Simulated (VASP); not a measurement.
# PbO (Litharge) (P4/nmm) in VASP: further runs

PbO (Litharge) is run at these levels: PBE, SVWN5; tasks: single point.

Everything below comes from runs of VASP 6.6.1. Logs are shortened: lines on timing, memory, paths and dates and some standing lists are left out, and cuts for length are marked.

### Step 1. The cell of the first run

Symmetry: P4/nmm, No. 129, tetragonal system. Conventional cell: a = 3.990 Å, b = 3.990 Å, c = 5.010 Å, α = 90.00°, β = 90.00°, γ = 90.00°. Within 3.1 Å of Pb (site symmetry 4mm) lie 4 O at 2.33 Å. O (site symmetry -4m2) has 4 Pb at 2.33 Å and 4 O at 2.82 Å within 3.1 Å.

### Step 2. Single point, PBE

INCAR

```
  PREC = Accurate
  ENCUT = 520
  EDIFF = 1E-7
  ISMEAR = -1
  SIGMA = 0.05
  LREAL = False
  LASPH = True
  NELM = 100
  ALGO = Normal
  ISIF = 2
  LWAVE = False
  LCHARG = True
  GGA = PE
  LELF = True
  LVHAR = True
  NBANDS = 28
```

KPOINTS

```
regular mesh
0
Gamma
  7 7 6
```

POSCAR

```
PbO
1.0
    3.9900000000      0.0000000000      0.0000000000
    0.0000000000      3.9900000000      0.0000000000
    0.0000000000      0.0000000000      5.0100000000
Pb O
2 2
Direct
    0.5000000000      0.0000000000      0.7600000000
    0.0000000000      0.5000000000      0.2400000000
    0.5000000000      0.5000000000      0.0000000000
    0.0000000000      0.0000000000      0.0000000000
```

Potentials or basis: VASP PAW PBE potentials, release 64 (Pb_d, O).

The run is started by

```bash
$ cat potpaw_PBE.64/Pb_d/POTCAR potpaw_PBE.64/O/POTCAR > POTCAR
$ mpirun -np 1 vasp_std > vasp.out
```

OUTCAR:

```text
PREC = Accurate
   ENCUT = 520
   EDIFF = 1E-7
   ISMEAR = -1
   LREAL = False
   LASPH = True
   NELM = 100
   ISIF = 2
   GGA = PE

 ion  position               nearest neighbor table
   1  0.500  0.000  0.760-   3 2.33   4 2.33   3 2.33   4 2.33   2 3.71   2 3.71   2 3.71   2 3.71
                             2 3.84   2 3.84   2 3.84   2 3.84
   2  0.000  0.500  0.240-   3 2.33   4 2.33   4 2.33   3 2.33   1 3.71   1 3.71   1 3.71   1 3.71
                             1 3.84   1 3.84   1 3.84   1 3.84
   3  0.500  0.500  0.000-   1 2.33   2 2.33   1 2.33   2 2.33
   4  0.000  0.000  0.000-   1 2.33   2 2.33   2 2.33   1 2.33

  LATTYP: Found a simple tetragonal cell.
 ALAT       =     3.9900000000
 C/A-ratio  =     1.2556390977

  Lattice vectors:

 A1 = (   3.9900000000,   0.0000000000,   0.0000000000)
 A2 = (   0.0000000000,   3.9900000000,   0.0000000000)
 A3 = (   0.0000000000,   0.0000000000,   5.0100000000)

Analysis of symmetry for initial positions (statically):
=====================================================================
 Subroutine PRICEL returns:
 Original cell was already a primitive cell.

 Routine SETGRP: Setting up the symmetry group for a
 simple tetragonal supercell.

 Subroutine GETGRP returns: Found 16 space group operations
 (whereof  8 operations were pure point group operations)
 out of a pool of 16 trial point group operations.

The static configuration has the point symmetry D_2d.
 The point group associated with its full space group is D_4h.

Analysis of symmetry for dynamics (positions and initial velocities):
=====================================================================
 Subroutine PRICEL returns:
 Original cell was already a primitive cell.

 Routine SETGRP: Setting up the symmetry group for a
 simple tetragonal supercell.

 Subroutine GETGRP returns: Found 16 space group operations
 (whereof  8 operations were pure point group operations)
 out of a pool of 16 trial point group operations.

The dynamic configuration has the point symmetry D_2d.
 The point group associated with its full space group is D_4h.

 Subroutine INISYM returns: Found 16 space group operations
 (whereof  8 operations are pure point group operations),
 and found     1 'primitive' translations

----------------------------------------------------------------------------------------

                                     Primitive cell

  volume of cell :      79.7597

  direct lattice vectors                    reciprocal lattice vectors
[... 86 lines left out ...]
   LNONCOLLINEAR =      F non collinear calculations
   LSORBIT =      F    spin-orbit coupling
   LASPH  =      T    aspherical Exc in radial PAW
   ENCUT  =  520.0 eV  38.22 Ry    6.18 a.u.   7.42  7.42  9.32*2*pi/ulx,y,z
   NELM   =    100;   NELMIN=  2; NELMDL= -5     # of ELM steps
   EDIFF  = 0.1E-06   stopping-criterion for ELM
   LREAL  =      F    real-space projection
   EDIFFG = 0.1E-05   stopping-criterion for IOM
   NSW    =      0    number of steps for IOM
   IBRION =     -1    ionic relax: 0-MD 1-quasi-New 2-CG
   NFREE  =      0    steps in history (QN), initial steepest desc. (CG)
   ISIF   =      2    stress and relaxation
   ISYM   =      2    0-nonsym 1-usesym 2-fastsym
   POTIM  = 0.5000    time-step for ionic-motion
   TEBEG  =    0.0;   TEEND  =   0.0 temperature during run
   PSTRESS=    0.0 pullay stress
   NELECT =      40.0000    total number of electrons
   NUPDOWN=      -1.0000    fix difference up-down
   EMIN   =  10.00;   EMAX   =-10.00  energy-range for DOS
   EFERMI =   0.00;   METHOD = LEGACY
   ISMEAR =    -1;   SIGMA  =   0.05  broadening in eV -4-tet -1-fermi 0-gaus
   EFERMI_NEDOS =   21; number of points for ismear=-14 and -15
   IALGO  =     38    algorithm
   IMIX   =      4    mixing-type and parameters
     AMIX     =   0.40;   BMIX     =  1.00
     AMIX_MAG =   1.60;   BMIX_MAG =  1.00
  volume/ion in A,a.u.               =      19.94       134.56
  Fermi-wavevector in a.u.,A,eV,Ry     =   1.300670  2.457909 23.017539  1.691741
  Thomas-Fermi vector in A             =   2.431853
   LORBIT       =      0    0 simple, 1 ext, 2 COOP (PROOUT), +10 PAW based schemes
   GGA     = PE    functional components
   LHFCALC =     F    Hartree Fock is set to
   AEXX    =    0.0000 exact exchange contribution
   IVDW    =     0    specifies the selected vdW correction
   LEPSILON=     F    determine dielectric tensor
   LRPA    =     F    only Hartree local field effects (RPA)
 non-spin polarized calculation
  energy-cutoff  :      520.00
  volume of cell :       79.76
 maximum number of plane-waves:      2186
 NGX is ok and might be reduce to    30
   NGX = 15   NGY = 15   NGZ = 19

 number of electron      39.9999999 magnetization

 Free energy of the ion-electron system (eV)
  ---------------------------------------------------
  ext. energy  EPLUGINS =         0.00000000
  ---------------------------------------------------
  free energy    TOTEN  =       -21.43726268 eV

  energy without entropy =      -21.43726264  energy(sigma->0) =      -21.43726266

 E-fermi :   5.7923     XC(G=0):  -9.8282

 val. band max:        5.0748974570   @ k =   0.0000   0.0000   0.0000
 cond. band min:       6.4922399314   @ k =   0.4286   0.4286   0.0000
 fundamental gap:      1.4173424743
 Fermi energy:         5.7922542072

 k-point     1 :       0.0000    0.0000    0.0000
  band No.  band energies     occupation
      1     -13.1785      2.00000
      2     -12.6716      2.00000
      3     -10.9311      2.00000
      4     -10.9311      2.00000
      5     -10.8742      2.00000
      6     -10.8545      2.00000
[... 733 lines left out ...]
     27      14.3990      0.00000
     28      15.1360      0.00000

 [... further k-points ...]
[... 5 lines left out ...]
  --------------------------------------------------------------------------------------
  -------------------------------------------------------------------------------------
  Total        1.7116762      1.7116762      1.1250934      0.0000000      0.0000000      0.0000000
  in kB       34.3833882     34.3833882     22.6003748      0.0000000      0.0000000      0.0000000
  external PRESSURE =      30.4557170 kB  Pullay stress =       0.0000000 kB

 VOLUME and BASIS-vectors are now :
 -----------------------------------------------------------------------------
  energy-cutoff  :      520.00
  volume of cell :       79.76
      direct lattice vectors                 reciprocal lattice vectors
     3.990000000  0.000000000  0.000000000     0.250626566  0.000000000  0.000000000
     0.000000000  3.990000000  0.000000000     0.000000000  0.250626566  0.000000000
     0.000000000  0.000000000  5.010000000     0.000000000  0.000000000  0.199600798

 POSITION                                       TOTAL-FORCE (eV/Angst)
 -----------------------------------------------------------------------------------
      1.99500      0.00000      3.80760        -0.000000      0.000000     -0.029115
      0.00000      1.99500      1.20240        -0.000000      0.000000      0.029115
      1.99500      1.99500      0.00000         0.000000     -0.000000      0.000000
      0.00000      0.00000      0.00000        -0.000000      0.000000      0.000000
 -----------------------------------------------------------------------------------
    total drift:                                0.000000      0.000000      0.000000

  FREE ENERGIE OF THE ION-ELECTRON SYSTEM (eV)
  ---------------------------------------------------
  free  energy   TOTEN  =       -21.4372626847 eV

  energy  without entropy=      -21.4372626437  energy(sigma->0) =      -21.43726266
```

stdout:

```text
POSCAR found type information on POSCAR PbO
 POSCAR found :  2 types and       4 ions
 scaLAPACK will be used
 LDA part: xc-table for (Slater+PW92), standard interpolation
 POSCAR, INCAR and KPOINTS ok, starting setup
 FFT: planning ... GRIDC
 FFT: planning ... GRID_SOFT
 FFT: planning ... GRID
 WAVECAR not read
 entering main loop
```

Run time: 75 s. Hardware: 1 thread of Intel Xeon Platinum 8259CL at 2.50GHz (Skylake/Cascade Lake), shared host; peak memory 0.22 GiB.

Results:

```yaml
Free_energy: -21.4373 eV
Pressure: 3.0 GPa
Largest_force: 0.029 eV/Å
Band_gap_on_the_k_mesh: 1.42 eV, indirect (least direct gap 2.37 eV)
```

Forces in eV/Å, atoms in the order of the input:
```
Pb   0.000  0.000 -0.029
Pb   0.000  0.000  0.029
O    0.000  0.000  0.000
O    0.000  0.000  0.000
```

Levels at points of the mesh, in eV from the valence-band top:
```csv
k point,band 16,band 17,band 18,band 19,band 20,band 21,band 22,band 23,band 24,band 25
"(0.00, 0.00, 0.00)",-4.16,-1.64,-1.56,-1.56,0.00,2.42,5.55,5.55,5.60,6.63
"(0.00, 0.00, 0.50)",-3.99,-1.69,-1.59,-1.59,-0.93,2.04,3.95,3.95,4.24,8.67
```

Caveat: spin-orbit coupling is left out, which moves the levels of the heavy elements. A k mesh can miss the band edges.

### Step 3. Single point, PBE (volume scaled by 1.02)

INCAR

```
SYSTEM = PbO
PREC = Accurate
ENCUT = 520
EDIFF = 1E-6
ISMEAR = -1
SIGMA = 0.05
LREAL = .FALSE.
LASPH = .TRUE.
NELM = 80
ALGO = Normal
ISIF = 2
LWAVE = .FALSE.
LCHARG = .TRUE.
GGA = PE
LELF = .TRUE.
LVHAR = .TRUE.
NBANDS = 28
```

KPOINTS

```
Automatic mesh
0
G
  7 7 6
  0 0 0
```

POSCAR

```
PbO
1.0
    4.0164246111      0.0000000000      0.0000000000
    0.0000000000      4.0164246111      0.0000000000
    0.0000000000      0.0000000000      5.0431797749
Pb O
2 2
Direct
    0.5000000000      0.0000000000      0.7600000000
    0.0000000000      0.5000000000      0.2400000000
    0.5000000000      0.5000000000      0.0000000000
    0.0000000000      0.0000000000      0.0000000000
```

Potentials or basis: VASP PAW PBE potentials, release 64 (Pb_d, O).

The run is started by

```bash
$ cat potpaw_PBE.64/Pb_d/POTCAR potpaw_PBE.64/O/POTCAR > POTCAR
$ mpirun -np 1 vasp_std > vasp.out
```

OUTCAR:

```text
SYSTEM = PbO
   PREC = Accurate
   ENCUT = 520
   EDIFF = 1E-6
   ISMEAR = -1
   LREAL = .FALSE.
   LASPH = .TRUE.
   NELM = 80
   ISIF = 2
   GGA = PE

 ion  position               nearest neighbor table
   1  0.500  0.000  0.760-   3 2.34   4 2.34   3 2.34   4 2.34   2 3.73   2 3.73   2 3.73   2 3.73
                             2 3.87   2 3.87   2 3.87   2 3.87
   2  0.000  0.500  0.240-   3 2.34   4 2.34   4 2.34   3 2.34   1 3.73   1 3.73   1 3.73   1 3.73
                             1 3.87   1 3.87   1 3.87   1 3.87
   3  0.500  0.500  0.000-   1 2.34   2 2.34   1 2.34   2 2.34
   4  0.000  0.000  0.000-   1 2.34   2 2.34   2 2.34   1 2.34

  LATTYP: Found a simple tetragonal cell.
 ALAT       =     4.0164246111
 C/A-ratio  =     1.2556390978

  Lattice vectors:

 A1 = (   4.0164246111,   0.0000000000,   0.0000000000)
 A2 = (   0.0000000000,   4.0164246111,   0.0000000000)
 A3 = (   0.0000000000,   0.0000000000,   5.0431797749)

Analysis of symmetry for initial positions (statically):
=====================================================================
 Subroutine PRICEL returns:
 Original cell was already a primitive cell.

 Routine SETGRP: Setting up the symmetry group for a
 simple tetragonal supercell.

[... 168 lines left out ...]
  free energy    TOTEN  =       -21.46064889 eV

  energy without entropy =      -21.46064885  energy(sigma->0) =      -21.46064887

 E-fermi :   5.5650     XC(G=0):  -9.7284

 val. band max:        4.8339186740   @ k =   0.0000   0.0000   0.0000
 cond. band min:       6.2793544838   @ k =   0.4286   0.4286   0.0000
 fundamental gap:      1.4454358098
 Fermi energy:         5.5650231281

 k-point     1 :       0.0000    0.0000    0.0000
  band No.  band energies     occupation
      1     -13.2234      2.00000
      2     -12.7694      2.00000
      3     -11.1276      2.00000
      4     -11.1276      2.00000
      5     -11.0761      2.00000
      6     -11.0541      2.00000
[... 733 lines left out ...]
     27      14.1280      0.00000
     28      14.8624      0.00000

 [... further k-points ...]
[... 5 lines left out ...]
  --------------------------------------------------------------------------------------
  -------------------------------------------------------------------------------------
  Total        0.8553428      0.8553428      0.3934898      0.0000000     -0.0000000      0.0000000
  in kB       16.8448473     16.8448473      7.7492624      0.0000000     -0.0000000      0.0000000
  external PRESSURE =      13.8129856 kB  Pullay stress =       0.0000000 kB

 VOLUME and BASIS-vectors are now :
 -----------------------------------------------------------------------------
  energy-cutoff  :      520.00
  volume of cell :       81.35
      direct lattice vectors                 reciprocal lattice vectors
     4.016424611  0.000000000  0.000000000     0.248977660  0.000000000  0.000000000
     0.000000000  4.016424611  0.000000000     0.000000000  0.248977660  0.000000000
     0.000000000  0.000000000  5.043179775     0.000000000  0.000000000  0.198287597

 POSITION                                       TOTAL-FORCE (eV/Angst)
 -----------------------------------------------------------------------------------
      2.00821      0.00000      3.83282        -0.000000     -0.000000      0.223539
      0.00000      2.00821      1.21036         0.000000      0.000000     -0.223539
      2.00821      2.00821      0.00000         0.000000     -0.000000      0.000000
      0.00000      0.00000      0.00000         0.000000      0.000000      0.000000
 -----------------------------------------------------------------------------------
    total drift:                                0.000000      0.000000      0.000000

  FREE ENERGIE OF THE ION-ELECTRON SYSTEM (eV)
  ---------------------------------------------------
  free  energy   TOTEN  =       -21.4606488869 eV

  energy  without entropy=      -21.4606488545  energy(sigma->0) =      -21.46064887
```

stdout:

```text
POSCAR found type information on POSCAR PbO
 POSCAR found :  2 types and       4 ions
 scaLAPACK will be used
 LDA part: xc-table for (Slater+PW92), standard interpolation
 POSCAR, INCAR and KPOINTS ok, starting setup
 FFT: planning ... GRIDC
 FFT: planning ... GRID_SOFT
 FFT: planning ... GRID
 WAVECAR not read
 entering main loop
```

Run time: 67 s. Hardware: 1 thread of Intel Xeon Platinum 8259CL at 2.50GHz (Skylake/Cascade Lake), shared host; peak memory 0.22 GiB.

Results:

```
Free energy            : -21.4606 eV
Pressure               : 1.4 GPa
Largest force          : 0.224 eV/Å
Band gap on the k mesh : 1.45 eV, indirect (least direct gap 2.33 eV)
```

Forces in eV/Å, atoms in the order of the input:
```
Pb   0.000  0.000  0.224
Pb   0.000  0.000 -0.224
O    0.000  0.000  0.000
O    0.000  0.000  0.000
```

Stress tensor (GPa, compression positive):
```
1.68 0.00 0.00
0.00 1.68 0.00
0.00 0.00 0.77
```

Caveat: spin-orbit coupling is left out, which moves the levels of the heavy elements. A k mesh can miss the band edges.

### Step 4. Single point, PBE (volume scaled by 1.04)

INCAR

```
ALGO     = Normal         # electronic algorithm
EDIFF    = 1E-6           # SCF threshold, eV
ENCUT    = 520            # plane-wave cutoff, eV
GGA      = PE             # functional
ISIF     = 2              # what is computed and relaxed
ISMEAR   = -1             # smearing method
LASPH    = True           # aspherical terms in the spheres
LCHARG   = False          # write CHGCAR
LREAL    = False          # projectors in reciprocal space
LWAVE    = False          # write WAVECAR
NBANDS   = 28             # bands
NELM     = 60             # most SCF steps
PREC     = Accurate       # precision mode
SIGMA    = 0.05           # smearing width, eV
```

KPOINTS

```
k-points
0
Gamma
  7 7 6
```

POSCAR

```
PbO
1.0
    4.0425060212      0.0000000000      0.0000000000
    0.0000000000      4.0425060212      0.0000000000
    0.0000000000      0.0000000000      5.0759286131
Pb O
2 2
Direct
    0.5000000000      0.0000000000      0.7600000000
    0.0000000000      0.5000000000      0.2400000000
    0.5000000000      0.5000000000      0.0000000000
    0.0000000000      0.0000000000      0.0000000000
```

The run is started by

```bash
$ cat potpaw_PBE.64/Pb_d/POTCAR potpaw_PBE.64/O/POTCAR > POTCAR
$ mpirun -np 1 vasp_std > vasp.out
```

It took 67 s on 1 thread of Intel Xeon Platinum 8259CL at 2.50GHz (Skylake/Cascade Lake), shared host; peak memory 0.22 GiB.

The run converged. Its results:

| Quantity | Value |
| --- | --- |
| Free energy | -21.4683 eV |
| Pressure | -0.1 GPa |
| Largest force | 0.458 eV/Å |
| Band gap on the k mesh | 1.47 eV, indirect (least direct gap 2.27 eV) |

Forces in eV/Å, atoms in the order of the input:
```
Pb   0.000  0.000  0.458
Pb   0.000  0.000 -0.458
O    0.000  0.000  0.000
O    0.000  0.000  0.000
```

Stress tensor (GPa, compression positive):
```
 0.11  0.00  0.00
 0.00  0.11  0.00
 0.00  0.00 -0.57
```

Levels at points of the mesh, in eV from the valence-band top:
```csv
k point,band 17,band 18,band 19,band 20,band 21,band 22,band 23,band 24
"(0.00, 0.00, 0.00)",-1.46,-1.36,-1.36,0.00,2.34,5.46,5.46,5.55
"(0.00, 0.00, 0.50)",-1.51,-1.39,-1.39,-0.79,2.04,3.94,3.94,4.19
```

Caveat: spin-orbit coupling is left out, which moves the levels of the heavy elements. A k mesh can miss the band edges.

(Part 1 of 2 ends here.)
